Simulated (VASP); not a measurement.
# Re (Pm-3m) in VASP: further runs

Runs on Re. Level: LDA. Tasks: relaxation of cell and atoms.

Everything below comes from runs of VASP 6.6.1. Logs are shortened: lines on timing, memory, paths and dates and some standing lists are left out, and cuts for length are marked.

**1. The cell of the first run**

The structure is cubic, space group Pm-3m (No. 221). Conventional cell: a = 2.507 Å, b = 2.507 Å, c = 2.507 Å, α = 90.00°, β = 90.00°, γ = 90.00°. Re (site symmetry m-3m) has 6 Re at 2.51 Å within 3.3 Å.

This isn't the form of Re at room conditions, which is hcp.

**2. Relaxation of cell and atoms, LDA, target pressure -4.8 GPa, at which the enthalpy is minimised**

File INCAR:

```
SYSTEM = Re
PREC = Accurate ; ENCUT = 600
EDIFF = 1E-6 ; ISMEAR = -1
SIGMA = 0.1 ; LREAL = .False.
LASPH = .True. ; NELM = 100
ALGO = Normal ; ISIF = 3
LWAVE = .False. ; LCHARG = .False.
GGA = CA ; IBRION = 2
NSW = 60 ; EDIFFG = -0.005
PSTRESS = -48.0
```

File KPOINTS:

```
regular mesh
0
Gamma
  15 15 15
  0 0 0
```

File POSCAR:

```
Re
1.0
    2.5070721822      0.0000000000      0.0000000000
    0.0000000000      2.5070721822      0.0000000000
    0.0000000000      0.0000000000      2.5070721822
Re
1
Direct
    0.0000000000      0.0000000000      0.0000000000
```

Potentials or basis: VASP PAW LDA potentials, release 64 (Re).

Run with:

```
$ cat potpaw_LDA.64/Re/POTCAR > POTCAR
$ mpirun -np 1 vasp_std > vasp.out
```

OUTCAR:

```text
SYSTEM = Re
   PREC = Accurate
   ENCUT = 600
   EDIFF = 1E-6
   ISMEAR = -1
   LREAL = .False.
   LASPH = .True.
   NELM = 100
   ISIF = 3
   GGA = CA
   IBRION = 2
   NSW = 60
   EDIFFG = -0.005
   PSTRESS = -48.0

 ion  position               nearest neighbor table
   1  0.000  0.000  0.000-

  LATTYP: Found a simple cubic cell.
 ALAT       =     2.5070721822

  Lattice vectors:

 A1 = (   2.5070721822,   0.0000000000,   0.0000000000)
 A2 = (   0.0000000000,   2.5070721822,   0.0000000000)
 A3 = (   0.0000000000,   0.0000000000,   2.5070721822)

Analysis of symmetry for initial positions (statically):
=====================================================================
 Subroutine PRICEL returns:
 Original cell was already a primitive cell.

 Routine SETGRP: Setting up the symmetry group for a
 simple cubic supercell.

 Subroutine GETGRP returns: Found 48 space group operations
 (whereof 48 operations were pure point group operations)
 out of a pool of 48 trial point group operations.

The static configuration has the point symmetry O_h .

Analysis of symmetry for dynamics (positions and initial velocities):
=====================================================================
 Subroutine PRICEL returns:
 Original cell was already a primitive cell.

 Routine SETGRP: Setting up the symmetry group for a
 simple cubic supercell.

 Subroutine GETGRP returns: Found 48 space group operations
 (whereof 48 operations were pure point group operations)
 out of a pool of 48 trial point group operations.

The dynamic configuration has the point symmetry O_h .

 Subroutine INISYM returns: Found 48 space group operations
 (whereof 48 operations are pure point group operations),
 and found     1 'primitive' translations

----------------------------------------------------------------------------------------

                                     Primitive cell

  volume of cell :      15.7580

  direct lattice vectors                    reciprocal lattice vectors
     2.507072182  0.000000000  0.000000000     0.398871643  0.000000000  0.000000000
     0.000000000  2.507072182  0.000000000     0.000000000  0.398871643  0.000000000
     0.000000000  0.000000000  2.507072182     0.000000000  0.000000000  0.398871643

  length of vectors
     2.507072182  2.507072182  2.507072182     0.398871643  0.398871643  0.398871643

  position of ions in fractional coordinates (direct lattice)
     0.000000000  0.000000000  0.000000000

  ion indices of the primitive-cell ions
   primitive index   ion index
                 1           1

----------------------------------------------------------------------------------------

 KPOINTS: regular mesh

Automatic generation of k-mesh.
 Grid dimensions read from file:
 generate k-points for:   15   15   15

 Generating k-lattice:

  Cartesian coordinates                     Fractional coordinates (reciprocal lattice)
     0.026591443  0.000000000  0.000000000     0.066666667  0.000000000  0.000000000
     0.000000000  0.026591443  0.000000000     0.000000000  0.066666667  0.000000000
     0.000000000  0.000000000  0.026591443     0.000000000  0.000000000  0.066666667

  Length of vectors
     0.026591443  0.026591443  0.026591443

  Shift w.r.t. Gamma in fractional coordinates (k-lattice)
     0.000000000  0.000000000  0.000000000

 Subroutine IBZKPT returns following result:
 ===========================================

 Found    120 irreducible k-points:

 Following reciprocal coordinates:
            Coordinates               Weight
  0.000000  0.000000  0.000000      1.000000
  0.066667  0.000000  0.000000      6.000000
  0.133333  0.000000  0.000000      6.000000
  0.200000  0.000000  0.000000      6.000000
  0.266667  0.000000  0.000000      6.000000
  0.333333  0.000000  0.000000      6.000000
[... 16 lines left out ...]
  0.266667  0.200000  0.000000     24.000000
  0.333333  0.200000  0.000000     24.000000
 [... further k-points ...]
   k-points           NKPTS =    120   k-points in BZ     NKDIM =    120   number of bands    NBANDS=      7
   number of dos      NEDOS =    301   number of ions     NIONS =      1
   total plane-waves  NPLWV =   8000
   dimension x,y,z NGX =    20 NGY =   20 NGZ =   20
   dimension x,y,z NGXF=    40 NGYF=   40 NGZF=   40
   ions per type =               1
   NGX,Y,Z   is equivalent  to a cutoff of  13.26, 13.26, 13.26 a.u.
   NGXF,Y,Z  is equivalent  to a cutoff of  26.52, 26.52, 26.52 a.u.
 SYSTEM =  Re
   PREC   = accura    normal or accurate (medium, high low for compatibility)
   ISTART =      0    job   : 0-new  1-cont  2-samecut
   ICHARG =      2    charge: 1-file 2-atom 10-const
   ISPIN  =      1    spin polarized calculation?
   LNONCOLLINEAR =      F non collinear calculations
   LSORBIT =      F    spin-orbit coupling
   LASPH  =      T    aspherical Exc in radial PAW
   ENCUT  =  600.0 eV  44.10 Ry    6.64 a.u.   5.01  5.01  5.01*2*pi/ulx,y,z
   NELM   =    100;   NELMIN=  2; NELMDL= -5     # of ELM steps
   EDIFF  = 0.1E-05   stopping-criterion for ELM
   LREAL  =      F    real-space projection
   EDIFFG = -.5E-02   stopping-criterion for IOM
   NSW    =     60    number of steps for IOM
   IBRION =      2    ionic relax: 0-MD 1-quasi-New 2-CG
   NFREE  =      1    steps in history (QN), initial steepest desc. (CG)
   ISIF   =      3    stress and relaxation
   ISYM   =      2    0-nonsym 1-usesym 2-fastsym
   POTIM  = 0.5000    time-step for ionic-motion
   TEBEG  =    0.0;   TEEND  =   0.0 temperature during run
   PSTRESS=  -48.0 pullay stress
   NELECT =       7.0000    total number of electrons
   NUPDOWN=      -1.0000    fix difference up-down
   EMIN   =  10.00;   EMAX   =-10.00  energy-range for DOS
   EFERMI =   0.00;   METHOD = LEGACY
   ISMEAR =    -1;   SIGMA  =   0.10  broadening in eV -4-tet -1-fermi 0-gaus
   EFERMI_NEDOS =   21; number of points for ismear=-14 and -15
   IALGO  =     38    algorithm
   IMIX   =      4    mixing-type and parameters
     AMIX     =   0.40;   BMIX     =  1.00
     AMIX_MAG =   1.60;   BMIX_MAG =  1.00
  volume/ion in A,a.u.               =      15.76       106.34
  Fermi-wavevector in a.u.,A,eV,Ry     =   1.249129  2.360512 21.229491  1.560324
  Thomas-Fermi vector in A             =   2.383184
   LORBIT       =      0    0 simple, 1 ext, 2 COOP (PROOUT), +10 PAW based schemes
   GGA     = CA    functional components
   LHFCALC =     F    Hartree Fock is set to
   AEXX    =    0.0000 exact exchange contribution
   IVDW    =     0    specifies the selected vdW correction
   LEPSILON=     F    determine dielectric tensor
   LRPA    =     F    only Hartree local field effects (RPA)
 conjugate gradient relaxation of ions
 non-spin polarized calculation
  energy-cutoff  :      600.00
  volume of cell :       15.76
 maximum number of plane-waves:       540
   NGX = 11   NGY = 11   NGZ = 11

--------------------------------------- Ionic step        1  -------------------------------------------

 number of electron       6.9999999 magnetization

 Free energy of the ion-electron system (eV)
  ---------------------------------------------------
  ext. energy  EPLUGINS =         0.00000000
  ---------------------------------------------------
  free energy    TOTEN  =       -12.35026446 eV

  energy without entropy =      -12.31315007  energy(sigma->0) =      -12.33170726

------------------------ aborting loop because EDIFF is reached ----------------------------------------

  FORCE on cell =-STRESS in cart. coord.  units (eV):
  Direction    XX          YY          ZZ          XY          YZ          ZX
  --------------------------------------------------------------------------------------
  -------------------------------------------------------------------------------------
  Total        1.1251473      1.1251473      1.1251473      0.0000000      0.0000000     -0.0000000
  in kB      114.3982706    114.3982706    114.3982706      0.0000000      0.0000000     -0.0000000
  external PRESSURE =     162.3982706 kB  Pullay stress =     -48.0000000 kB
[... 96 lines left out ...]
  enthalpy is  TOTEN    =       -12.8636711442 eV   P V=       -0.4997720401

--------------------------------------- Ionic step        4  -------------------------------------------

 number of electron       6.9999999 magnetization

 Free energy of the ion-electron system (eV)
  ---------------------------------------------------
  ext. energy  EPLUGINS =         0.00000000
  ---------------------------------------------------
  free energy    TOTEN  =       -12.36599015 eV

  energy without entropy =      -12.32452513  energy(sigma->0) =      -12.34525764

 E-fermi :   6.9829     XC(G=0): -13.0392

 val. band max:        6.9661596755   @ k =   0.4000   0.3333   0.0667
 cond. band min:       6.9877289659   @ k =   0.4667   0.4667   0.0667
 fundamental gap:      0.0215692904
 Fermi energy:         6.9828859970

 k-point     1 :       0.0000    0.0000    0.0000
  band No.  band energies     occupation
      1      -2.4156      2.00000
      2       1.3816      2.00000
      3       1.3816      2.00000
      4      10.5527      0.00000
      5      10.5527      0.00000
      6      10.5527      0.00000
      7      22.4998      0.00000
[... 221 lines left out ...]
 k-point    24 :       0.3333    0.2000    0.0000
  band No.  band energies     occupation
      1       1.0652      2.00000
      2       2.9837      2.00000
      3       4.5900      2.00000
      4       7.3852      0.03518
      5       7.7397      0.00103
      6       9.4145      0.00000
      7      17.0329      0.00000

 [... further k-points ...]

------------------------ aborting loop because EDIFF is reached ----------------------------------------

  FORCE on cell =-STRESS in cart. coord.  units (eV):
  Direction    XX          YY          ZZ          XY          YZ          ZX
  --------------------------------------------------------------------------------------
  -------------------------------------------------------------------------------------
  Total       -0.5009405     -0.5009405     -0.5009405      0.0000000      0.0000000     -0.0000000
  in kB      -48.2941739    -48.2941739    -48.2941739      0.0000000      0.0000000     -0.0000000
  external PRESSURE =      -0.2941739 kB  Pullay stress =     -48.0000000 kB
[... 16 lines left out ...]
  FREE ENERGIE OF THE ION-ELECTRON SYSTEM (eV)
  ---------------------------------------------------
  free  energy   TOTEN  =       -12.3659901478 eV

  energy  without entropy=      -12.3245251282  energy(sigma->0) =      -12.34525764

  enthalpy is  TOTEN    =       -12.8638793034 eV   P V=       -0.4978891556

 reached required accuracy - stopping structural energy minimisation
```

Wall time 56 s (1 thread of Intel Xeon 8259CL, shared host); peak memory 0.14 GiB.

Results:

```yaml
Free_energy: -12.3660 eV
Relaxed_volume: 16.62 Å³/atom
Relaxed_cell: a = 2.552 Å, b = 2.552 Å, c = 2.552 Å, α = 90.00°, β = 90.00°, γ = 90.00°
Space_group_after_relaxing_to_0.1_Å: Pm-3m (No. 221)
Energy_change_on_relaxing_the_run_minimises_the_enthalpy: -15.7 meV/atom
Ionic_steps: 4
Pressure_after_relaxing: -4.8 GPa
Band_gap_on_the_k_mesh: zero (an odd number of electrons rules out a gap without spin polarisation)
```

The path:
```csv
step,energy change (eV),largest force (eV/Å),pressure (GPa),volume (Å³)
1,0.0000,0.0000,11.44,15.76
2,0.4281,0.0000,-36.14,19.69
3,-0.0136,0.0000,-5.90,16.68
4,-0.0157,0.0000,-4.83,16.62
```

Final structure:
```
CELL_PARAMETERS angstrom
2.55192 0.00000 0.00000
0.00000 2.55192 0.00000
0.00000 0.00000 2.55192
ATOMIC_POSITIONS crystal
Re 0.00000 0.00000 0.00000
```

Levels at points of the mesh, in eV from the Fermi level:
```
           k point  band 1  band 2  band 3  band 4  band 5  band 6  band 7
(0.00, 0.00, 0.00)   -9.40   -5.60   -5.60    3.57    3.57    3.57   15.52
```

Caveat: the cell is relaxed towards a set pressure, so the run minimises the enthalpy, not the energy; spin-orbit coupling is left out, which moves the levels of the heavy elements.

**3. Relaxation of cell and atoms, LDA, target pressure -4.8 GPa, at which the enthalpy is minimised**

This run uses another cell than the first one, of 16.61 Å³/atom.

File INCAR:

```
SYSTEM = Re
  ALGO = Normal
  EDIFF = 1E-6
  EDIFFG = -0.005
  ENCUT = 600
  IBRION = 2
  ISIF = 3
  ISMEAR = -1
  LASPH = .True.
  LCHARG = .False.
  LREAL = .False.
  LWAVE = .False.
  NELM = 60
  NSW = 32
  PREC = Accurate
  PSTRESS = -48.0
  SIGMA = 0.1
```

File KPOINTS:

```
k-points
0
Gamma
  15 15 15
  0 0 0
```

File POSCAR:

```
Re
1.0
    2.5516649271      0.0000000000      0.0000000000
    0.0000000000      2.5516649271      0.0000000000
    0.0000000000      0.0000000000      2.5516649271
Re
1
Direct
    0.0000000000      0.0000000000      0.0000000000
```

Potentials or basis: VASP PAW LDA potentials, release 64 (Re).

Run with:

```
$ cat potpaw_LDA.64/Re/POTCAR > POTCAR
$ mpirun -np 1 vasp_std > vasp.out
```

Run time: 33 s. Hardware: 1 thread of Intel Xeon 8259CL, shared host; peak memory 0.14 GiB.

The run converged. Its results:

```
Free energy                                                : -12.3662 eV
Relaxed volume                                             : 16.62 Å³/atom
Relaxed cell                                               : a = 2.552 Å, b = 2.552 Å, c = 2.552 Å, α = 90.00°, β = 90.00°, γ = 90.00°
Space group after relaxing (to 0.1 Å)                      : Pm-3m (No. 221)
Energy change on relaxing (the run minimises the enthalpy) : +0.2 meV/atom
Ionic steps                                                : 3
Pressure after relaxing                                    : -4.8 GPa
Band gap on the k mesh                                     : zero (an odd number of electrons rules out a gap without spin polarisation)
```

Step by step:
```tsv
step	energy change (eV)	largest force (eV/Å)	pressure (GPa)	volume (Å³)
1	0.0000	0.0000	-4.71	16.61
2	0.0007	0.0000	-5.07	16.64
3	0.0002	0.0000	-4.81	16.62
```

Final structure:
```yaml
crystal:
  lattice:
    - [2.55195, 0.00000, 0.00000]
    - [0.00000, 2.55195, 0.00000]
    - [0.00000, 0.00000, 2.55195]
  atoms:
    - { symbol: Re, position: [0.00000, 0.00000, 0.00000] }
```

Levels at points of the mesh, in eV from the Fermi level:
| k point | band 1 | band 2 | band 3 | band 4 | band 5 | band 6 | band 7 |
| --- | --- | --- | --- | --- | --- | --- | --- |
| (0.00, 0.00, 0.00) | -9.40 | -5.60 | -5.60 | 3.57 | 3.57 | 3.57 | 15.52 |

Caveat: the cell is relaxed towards a set pressure, so the run minimises the enthalpy, not the energy; spin-orbit coupling is left out, which moves the levels of the heavy elements.

The gap in the log of VASP goes by the Fermi energy; the results here count the filled bands.